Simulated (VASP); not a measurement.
# MgO (Pm-3m) in VASP: a series of runs, part 2 of 2

VASP 6.6.1. The steps go on from the part before.

**3. Single point, r2SCAN (volume scaled by 1.040)**

POSCAR

```
MgO
1.0
    2.6583824980      0.0000000000      0.0000000000
    0.0000000000      2.6583824980      0.0000000000
    0.0000000000      0.0000000000      2.6583824980
Mg O
1 1
Direct
    0.0000000000      0.0000000000      0.0000000000
    0.5000000000      0.5000000000      0.5000000000
```

INCAR.step1

```
SYSTEM = MgO
PREC = Accurate
ENCUT = 520
ISMEAR = 0
SIGMA = 0.05
LREAL = .False.
LASPH = .True.
NELM = 80
NBANDS = 11
GGA = PE
ALGO = Normal
EDIFF = 1E-4
LWAVE = .True.
LCHARG = .False.
```

INCAR.step2

```
SYSTEM = MgO
PREC = Accurate
ENCUT = 520
EDIFF = 1E-7
ISMEAR = 0
SIGMA = 0.05
LREAL = .False.
LASPH = .True.
NELM = 80
ALGO = Normal
ISIF = 2
LWAVE = .False.
LCHARG = .False.
METAGGA = R2SCAN
LMIXTAU = .True.
NBANDS = 11
ISTART = 1
```

KPOINTS

```
Automatic mesh
0
Gamma
  8 8 8
  0 0 0
```

Potentials or basis: VASP PAW PBE potentials, release 64 (Mg, O).

The run is started by

```bash
cat potpaw_PBE.64/Mg/POTCAR potpaw_PBE.64/O/POTCAR > POTCAR
cp INCAR.step1 INCAR
mpirun -np 1 vasp_std > vasp.out
cp INCAR.step2 INCAR
mpirun -np 1 vasp_std > vasp.out
```

OUTCAR:

```text
SYSTEM = MgO
   PREC = Accurate
   ENCUT = 520
   EDIFF = 1E-7
   ISMEAR = 0
   LREAL = .False.
   LASPH = .True.
   NELM = 80
   ISIF = 2
   METAGGA = R2SCAN
   ISTART = 1

 ion  position               nearest neighbor table
   1  0.000  0.000  0.000-   2 2.30   2 2.30   2 2.30   2 2.30   2 2.30   2 2.30   2 2.30   2 2.30

   2  0.500  0.500  0.500-   1 2.30   1 2.30   1 2.30   1 2.30   1 2.30   1 2.30   1 2.30   1 2.30

  LATTYP: Found a simple cubic cell.
 ALAT       =     2.6583824980

  Lattice vectors:

 A1 = (   2.6583824980,   0.0000000000,   0.0000000000)
[... 515 lines left out ...]
      7      16.5068      0.00000
      8      20.3615      0.00000
      9      24.1394      0.00000
     10      24.6085      0.00000
     11      28.7893      0.00000

 [... further k-points ...]
[... 5 lines left out ...]
  --------------------------------------------------------------------------------------
  -------------------------------------------------------------------------------------
  Total       -0.8110102     -0.8110102     -0.8110102     -0.0000000      0.0000000      0.0000000
  in kB      -69.1646970    -69.1646970    -69.1646970     -0.0000000      0.0000000      0.0000000
  external PRESSURE =     -69.1646970 kB  Pullay stress =       0.0000000 kB

 VOLUME and BASIS-vectors are now :
 -----------------------------------------------------------------------------
  energy-cutoff  :      520.00
  volume of cell :       18.79
      direct lattice vectors                 reciprocal lattice vectors
     2.658382498  0.000000000  0.000000000     0.376168592  0.000000000  0.000000000
     0.000000000  2.658382498  0.000000000     0.000000000  0.376168592  0.000000000
     0.000000000  0.000000000  2.658382498     0.000000000  0.000000000  0.376168592

 POSITION                                       TOTAL-FORCE (eV/Angst)
 -----------------------------------------------------------------------------------
      0.00000      0.00000      0.00000         0.000000      0.000000      0.000000
      1.32919      1.32919      1.32919         0.000000      0.000000      0.000000
 -----------------------------------------------------------------------------------
    total drift:                                0.000000      0.000000      0.000000

  FREE ENERGIE OF THE ION-ELECTRON SYSTEM (eV)
  ---------------------------------------------------
  free  energy   TOTEN  =       -14.5094209893 eV

  energy  without entropy=      -14.5094209893  energy(sigma->0) =      -14.50942099
```

OSZICAR.step1:

```text
N       E                     dE             d eps       ncg     rms          rms(c)
DAV:   1     0.166467179441E+02    0.16647E+02   -0.44986E+03   826   0.640E+02
DAV:   2    -0.113906707737E+02   -0.28037E+02   -0.26979E+02   897   0.135E+02
DAV:   3    -0.120511823080E+02   -0.66051E+00   -0.66008E+00   890   0.183E+01
DAV:   4    -0.120526507781E+02   -0.14685E-02   -0.14685E-02   829   0.101E+00
DAV:   5    -0.120526549163E+02   -0.41382E-05   -0.41382E-05   825   0.514E-02    0.704E+00
DAV:   6    -0.104705752785E+02    0.15821E+01   -0.88318E+00   776   0.159E+01    0.227E+00
DAV:   7    -0.104284702856E+02    0.42105E-01   -0.75622E-02   812   0.230E+00    0.132E+00
DAV:   8    -0.104010763083E+02    0.27394E-01   -0.42811E-02   811   0.206E+00    0.254E-01
DAV:   9    -0.104007641135E+02    0.31219E-03   -0.32809E-04   822   0.138E-01    0.168E-01
DAV:  10    -0.104006385698E+02    0.12554E-03   -0.37545E-04   767   0.168E-01    0.110E-02
DAV:  11    -0.104006362489E+02    0.23209E-05   -0.82013E-06   394   0.173E-02
   1 F= -.10400636E+02 E0= -.10400636E+02  d E =-.676579E-15
```

Run time: 20 s. Hardware: 1 thread of Intel Xeon 6975P-C (Granite Rapids), shared host; peak memory 0.12 GiB.

Results:

```yaml
Free_energy: -14.5094 eV
Pressure: -6.9 GPa
Band_gap_on_the_k_mesh: 3.07 eV, indirect (least direct gap 4.09 eV)
```

Levels at points of the mesh, in eV from the valence-band top:
```csv
k point,band 2,band 3,band 4,band 5,band 6,band 7
"(0.00, 0.00, 0.00)",-1.01,-1.01,-1.01,3.07,11.37,11.37
"(0.50, 0.00, 0.00)",-6.36,-0.56,-0.56,7.66,10.19,15.56
"(0.50, 0.50, 0.00)",-4.65,-4.65,0.00,5.72,13.01,13.01
"(0.50, 0.50, 0.50)",-3.60,-3.60,-3.60,8.23,8.23,8.23
```

Caveat: the PAW data sets were made with another functional, which shifts forces and pressure a little.

**4. Single point, r2SCAN (volume scaled by 0.640)**

POSCAR

```
MgO
1.0
    2.2611689539      0.0000000000      0.0000000000
    0.0000000000      2.2611689539      0.0000000000
    0.0000000000      0.0000000000      2.2611689539
Mg O
1 1
Direct
    0.0000000000      0.0000000000      0.0000000000
    0.5000000000      0.5000000000      0.5000000000
```

INCAR.step1

```
SYSTEM = MgO
PREC = Accurate ; ENCUT = 520
ISMEAR = 0 ; SIGMA = 0.05
LREAL = .FALSE. ; LASPH = .TRUE.
NELM = 80 ; NBANDS = 11
GGA = PE ; ALGO = Normal
EDIFF = 1E-4 ; LWAVE = .TRUE.
LCHARG = .FALSE.
```

INCAR.step2

```
SYSTEM = MgO
PREC = Accurate ; ENCUT = 520
EDIFF = 1E-7 ; ISMEAR = 0
SIGMA = 0.05 ; LREAL = .FALSE.
LASPH = .TRUE. ; NELM = 80
ALGO = Normal ; ISIF = 2
LWAVE = .FALSE. ; LCHARG = .FALSE.
METAGGA = R2SCAN ; LMIXTAU = .TRUE.
NBANDS = 11 ; ISTART = 1
```

KPOINTS

```
regular mesh
0
G
  10 10 10
  0 0 0
```

The run is started by

```bash
cat potpaw_PBE.64/Mg/POTCAR potpaw_PBE.64/O/POTCAR > POTCAR
cp INCAR.step1 INCAR
mpirun -np 1 vasp_std > vasp.out
cp INCAR.step2 INCAR
mpirun -np 1 vasp_std > vasp.out
```

Wall time 19 s (1 thread of Intel Xeon 6975P-C (Granite Rapids), shared host); peak memory 0.12 GiB.

It converged, with:

* Free energy: -12.1425 eV
* Pressure: 174.2 GPa
* Band gap on the k mesh: 7.66 eV, direct

Levels at points of the mesh, in eV from the valence-band top:
```tsv
k point	band 1	band 2	band 3	band 4	band 5	band 6	band 7	band 8	band 9
(0.00, 0.00, 0.00)	-23.55	-1.66	-1.66	-1.66	9.50	11.98	11.98	31.06	31.06
(0.50, 0.00, 0.00)	-20.99	-10.00	-1.10	-1.10	13.26	16.87	18.32	20.86	24.96
(0.50, 0.50, 0.00)	-19.34	-7.56	-7.56	0.00	7.66	18.81	19.58	19.58	24.15
(0.50, 0.50, 0.50)	-17.21	-6.60	-6.60	-6.60	10.79	10.79	10.79	27.58	27.58
```

Caveat: the PAW data sets were made with another functional, which shifts forces and pressure a little.

**5. The runs side by side**

| cell | k mesh | gap on the mesh (eV) | pressure (GPa) |
| --- | --- | --- | --- |
| a = 2.624 Å, 2 atoms | 8 × 8 × 8 | 3.45 | -1.3 |
| a = 2.658 Å, 2 atoms | 8 × 8 × 8 | 3.07 | -6.9 |
| a = 2.261 Å, 2 atoms | 10 × 10 × 10 | 7.66 | 174.2 |

Alike in all rows: task single point; level r2SCAN; potentials or basis VASP PAW PBE potentials, release 64 (Mg, O); no spin polarisation; cutoff (eV) 520; smearing gaussian 0.05 eV.

Caveats: the PAW data sets were made with another functional, which shifts forces and pressure a little.

Total energies depend on the potentials used, so only differences within one code and one set of settings carry meaning.
